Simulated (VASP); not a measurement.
# W12C13 in VASP: a series of runs, part 3 of 3

VASP 6.6.1.

## (6) Single point, PBE

INCAR

```
SYSTEM = W12C13
PREC = Accurate ; ENCUT = 520
EDIFF = 1E-6 ; ISMEAR = -1
SIGMA = 0.1 ; LREAL = Auto
LASPH = .True. ; NELM = 60
ALGO = Normal ; ISIF = 2
LWAVE = .False. ; LCHARG = .False.
GGA = PE ; NBANDS = 128
```

KPOINTS

```
Automatic mesh
0
Gamma
  3 3 1
  0 0 0
```

POSCAR

```
W12C13
1.0
    5.7990000000      0.0000000000      0.0000000000
   -2.8995000000      5.0220810000      0.0000000000
    0.0000000000      0.0000000000     20.0755000000
W C
12 13
Direct
    0.0000000000      0.0000000000      0.0498120097
   -0.0012295372      0.0001748279      0.1916799083
   -0.0077533060     -0.0003936615      0.3363522204
    0.0000000498      0.5000000996      0.0498120097
   -0.0012308658      0.4990847420      0.1915895495
   -0.0075248513      0.4954928047      0.3359328037
    0.5000000000      0.0000000000      0.0498120097
    0.4978381558     -0.0008586082      0.1925530622
    0.4900863700     -0.0026467116      0.3408643869
    0.5000000498      0.5000000996      0.0498120097
    0.4990671817      0.4997267069      0.1908736022
    0.5039693304      0.5043618373      0.3294444970
    0.3333333831      0.1666667662      0.1203009140
    0.3323404932      0.1641574479      0.2612322981
    0.3316294244      0.1978817148      0.4032083883
    0.3333333333      0.6666666667      0.1203009140
    0.3325216710      0.6687715710      0.2611094120
    0.3329320122      0.6439223103      0.4034686558
    0.8333333831      0.1666667662      0.1203009140
    0.8263368918      0.1633687310      0.2620875694
    0.8257395104      0.1661187862      0.3948600035
    0.8333333333      0.6666666667      0.1203009140
    0.8321926646      0.6663584279      0.2597391348
    0.8367330431      0.6700696385      0.3905349306
    1.3121267210      0.4140582360      0.4253469652
```

Potentials or basis: VASP PAW PBE potentials, release 64 (W_sv, C).

The run is started by

```sh
cat potpaw_PBE.64/W_sv/POTCAR potpaw_PBE.64/C/POTCAR > POTCAR
mpirun -np 1 vasp_std > vasp.out
```

OUTCAR:

```text
SYSTEM = W12C13
   PREC = Accurate
   ENCUT = 520
   EDIFF = 1E-6
   ISMEAR = -1
   LREAL = Auto
   LASPH = .True.
   NELM = 60
   ISIF = 2
   GGA = PE

 ion  position               nearest neighbor table
   1  0.000  0.000  0.050-  22 2.19  13 2.19  19 2.19   2 2.85  10 2.90   4 2.90   7 2.90   7 2.90
                            10 2.90   4 2.90
   2  0.999  0.000  0.192-  23 2.16  14 2.18  19 2.20  20 2.20  22 2.20  13 2.21   1 2.85   5 2.89
                             8 2.90  11 2.90  11 2.90   8 2.90   3 2.90   5 2.91
   3  0.992  1.000  0.336-  24 1.98  21 2.04  15 2.18  20 2.23  23 2.27  14 2.28  12 2.86   6 2.87
                             9 2.89   2 2.90   9 2.91   6 2.92  12 2.95
   4  0.000  0.500  0.050-  16 2.19  22 2.19  19 2.19   5 2.85   7 2.90   1 2.90  10 2.90  10 2.90
                             1 2.90   7 2.90
   5  0.999  0.499  0.192-  23 2.16  17 2.18  19 2.20  22 2.20  20 2.20  16 2.21   4 2.85   2 2.89
                             8 2.90   6 2.90  11 2.90  11 2.90   8 2.90   2 2.91
   6  0.992  0.495  0.336-  24 1.99  21 2.03  18 2.19  20 2.23  23 2.26  17 2.27  12 2.86   3 2.87
                             5 2.90   9 2.90   9 2.90   3 2.92  12 2.94
   7  0.500  0.000  0.050-  16 2.19  19 2.19  13 2.19   8 2.87  10 2.90   4 2.90   1 2.90   1 2.90
                             4 2.90  10 2.90
   8  0.498  0.999  0.193-  17 2.16  14 2.16  20 2.16  13 2.21  16 2.21  19 2.22   7 2.87   5 2.90
                             2 2.90  11 2.90  11 2.90   2 2.90   5 2.90   9 2.98
   9  0.490  0.997  0.341-  21 2.00  18 2.18  15 2.20  14 2.28  17 2.30  20 2.31   3 2.89   6 2.90
                             6 2.90   3 2.91  12 2.91  12 2.91   8 2.98
  10  0.500  0.500  0.050-  22 2.19  16 2.19  13 2.19  11 2.83   1 2.90   7 2.90   4 2.90   4 2.90
                             7 2.90   1 2.90
  11  0.499  0.500  0.191-  23 2.17  16 2.19  13 2.19  22 2.20  17 2.20  14 2.20  12 2.78  10 2.83
                             2 2.90   5 2.90   8 2.90   5 2.90   8 2.90   2 2.90
  12  0.504  0.504  0.329-  24 2.07  15 2.14  25 2.15  18 2.16  23 2.16  17 2.17  14 2.19  11 2.78
                             3 2.86   6 2.86   9 2.91   9 2.91   6 2.94   3 2.95
  13  0.333  0.167  0.120-  10 2.19   1 2.19   7 2.19  11 2.19   2 2.21   8 2.21
  14  0.332  0.164  0.261-   8 2.16   2 2.18  12 2.19  11 2.20   3 2.28   9 2.28
  15  0.332  0.198  0.403-  25 1.39  12 2.14   3 2.18   9 2.20
  16  0.333  0.667  0.120-  11 2.19   4 2.19  10 2.19   7 2.19   5 2.21   8 2.21
  17  0.333  0.669  0.261-   8 2.16  12 2.17   5 2.18  11 2.20   6 2.27   9 2.30
[... 206 lines left out ...]
 NGX is ok and might be reduce to    48
   NGX = 21   NGY = 21   NGZ = 75

 number of electron     219.9999991 magnetization

 Free energy of the ion-electron system (eV)
  ---------------------------------------------------
  ext. energy  EPLUGINS =         0.00000000
  ---------------------------------------------------
  free energy    TOTEN  =      -261.64577429 eV

  energy without entropy =     -261.49066634  energy(sigma->0) =     -261.56822031

 E-fermi :   1.9397     XC(G=0):  -7.0214

 val. band max:        1.9155096799   @ k =   0.3333   0.3333   0.0000
 cond. band min:       2.0866089233   @ k =   0.0000   0.0000   0.0000
 fundamental gap:      0.1710992433
 Fermi energy:         1.9396734172

 k-point     1 :       0.0000    0.0000    0.0000
  band No.  band energies     occupation
      1     -72.3245      2.00000
      2     -72.2439      2.00000
      3     -72.1901      2.00000
      4     -72.1875      2.00000
      5     -72.1690      2.00000
      6     -72.1422      2.00000
[... 614 lines left out ...]
    121       3.7363      0.00000
    122       3.9357      0.00000
 [bands above 122 left out]

------------------------ aborting loop because EDIFF is reached ----------------------------------------

  FORCE on cell =-STRESS in cart. coord.  units (eV):
  Direction    XX          YY          ZZ          XY          YZ          ZX
  --------------------------------------------------------------------------------------
  -------------------------------------------------------------------------------------
  Total        7.9473168      3.7679337     -3.7932803      4.2455827     -0.2310081      1.8060690
  in kB       21.7784976     10.3254894    -10.3949480     11.6344189     -0.6330451      4.9492766
  external PRESSURE =       7.2363463 kB  Pullay stress =       0.0000000 kB

 VOLUME and BASIS-vectors are now :
 -----------------------------------------------------------------------------
  energy-cutoff  :      520.00
  volume of cell :      584.66
      direct lattice vectors                 reciprocal lattice vectors
     5.799000000  0.000000000  0.000000000     0.172443525  0.099560322  0.000000000
    -2.899500000  5.022081000  0.000000000     0.000000000  0.199120643  0.000000000
     0.000000000  0.000000000 20.075500000     0.000000000  0.000000000  0.049811960

 POSITION                                       TOTAL-FORCE (eV/Angst)
 -----------------------------------------------------------------------------------
      0.00000      0.00000      1.00000        -0.016752      0.016405      0.779228
      5.79136      0.00088      3.84807        -0.008668      0.007719     -0.006275
      2.85568      5.02010      6.75244         0.013550      0.157682     -0.049726
     -1.44975      2.51104      1.00000         0.003121     -0.021948      0.768985
      4.34477      2.50644      3.84626        -0.002303     -0.008544      0.026352
      4.31868      2.48841      6.74402         0.138825     -0.037061      0.018701
[... 17 lines left out ...]
      2.90935      3.36514      7.84018        -0.042579      0.021007      0.065440
      0.60946      2.07943      8.53905         0.903855     -0.540483     -0.002749
 -----------------------------------------------------------------------------------
    total drift:                               -0.013623     -0.001318     -0.012449

  FREE ENERGIE OF THE ION-ELECTRON SYSTEM (eV)
  ---------------------------------------------------
  free  energy   TOTEN  =      -261.6457742858 eV

  energy  without entropy=     -261.4906663370  energy(sigma->0) =     -261.56822031
```

OSZICAR:

```text
N       E                     dE             d eps       ncg     rms          rms(c)
DAV:   1     0.276847816498E+04    0.27685E+04   -0.13026E+05  1520   0.170E+03
DAV:   2    -0.102916749548E+03   -0.28714E+04   -0.28134E+04  1456   0.521E+02
DAV:   3    -0.291757684015E+03   -0.18884E+03   -0.18413E+03  1576   0.129E+02
[... 25 lines left out ...]
DAV:  29    -0.261645753247E+03   -0.30949E-04   -0.11502E-06   936   0.375E-03    0.160E-03
DAV:  30    -0.261645767633E+03   -0.14387E-04   -0.49952E-07   872   0.217E-03    0.951E-04
DAV:  31    -0.261645772225E+03   -0.45922E-05   -0.21800E-07   832   0.128E-03    0.529E-04
DAV:  32    -0.261645773796E+03   -0.15708E-05   -0.90512E-08   792   0.714E-04    0.373E-04
DAV:  33    -0.261645774286E+03   -0.48950E-06   -0.45146E-08   776   0.535E-04
   1 F= -.26164577E+03 E0= -.26156822E+03  d E =-.155108E+00
```

stdout:

```text
POSCAR found type information on POSCAR W C
 POSCAR found :  2 types and      25 ions
 scaLAPACK will be used
 LDA part: xc-table for (Slater+PW92), standard interpolation
 POSCAR, INCAR and KPOINTS ok, starting setup
 FFT: planning ... GRIDC
 FFT: planning ... GRID_SOFT
 FFT: planning ... GRID
 WAVECAR not read
 entering main loop
```

It took 15 min on 1 thread of Intel Xeon 6975P-C (Granite Rapids), shared host; peak memory 0.79 GiB.

Results:

* Free energy: -261.6458 eV
* Largest force: 1.053 eV/Å
* Band gap on the k mesh: zero (bands 110 and 111 overlap by 0.58 eV)

Forces in eV/Å, atoms in the order of the input:
```
W   -0.017  0.016  0.779
W   -0.009  0.008 -0.006
W    0.014  0.158 -0.050
W    0.003 -0.022  0.769
W   -0.002 -0.009  0.026
W    0.139 -0.037  0.019
W   -0.018 -0.006  0.894
W   -0.016  0.009  0.001
W   -0.083 -0.030 -0.033
W    0.000 -0.004  0.670
W    0.001  0.012 -0.038
W    0.070 -0.139  0.067
C   -0.021 -0.116 -0.803
C   -0.031  0.040  0.055
C   -0.172  0.289  0.201
C   -0.118  0.062 -0.807
C   -0.069  0.040  0.016
C   -0.140  0.455  0.028
C   -0.038 -0.014 -0.774
C   -0.087 -0.004 -0.002
C   -0.339 -0.243 -0.165
C    0.055  0.054 -0.864
C    0.015 -0.001 -0.045
C   -0.043  0.021  0.065
C    0.904 -0.540 -0.003
```

Levels at points of the mesh, in eV from the Fermi level:
```
           k point  band 106  band 107  band 108  band 109  band 110  band 111  band 112  band 113  band 114  band 115
(0.00, 0.00, 0.00)     -0.26     -0.22      0.15      0.46      0.48      0.48      0.73      0.75      1.01      1.35
```

Caveat: the k points lie up to 0.42 Å⁻¹ apart, too coarse for converged energies and pressures of a metal; spin-orbit coupling is left out, which moves the levels of the heavy elements.

## (7) The runs side by side

| cell | gap on the mesh (eV) | largest force (eV/Å) |
| --- | --- | --- |
| as given, atomic positions A | none | 2.49 |
| as given, atomic positions B | none | 2.18 |
| as given, atomic positions C | none | 0.88 |
| as given, atomic positions D | none | 3.00 |
| as given, atomic positions E | none | 1.05 |

Alike in all rows: task single point; level PBE; potentials or basis VASP PAW PBE potentials, release 64 (W_sv, C); no spin polarisation; k mesh 3 × 3 × 1; cutoff (eV) 520; smearing fermi-dirac 0.1 eV.

Caveats: all runs use coarse meshes; spin-orbit coupling is left out, which moves the levels of the heavy elements.

Total energies depend on the potentials used, so only differences within one code and one set of settings carry meaning.
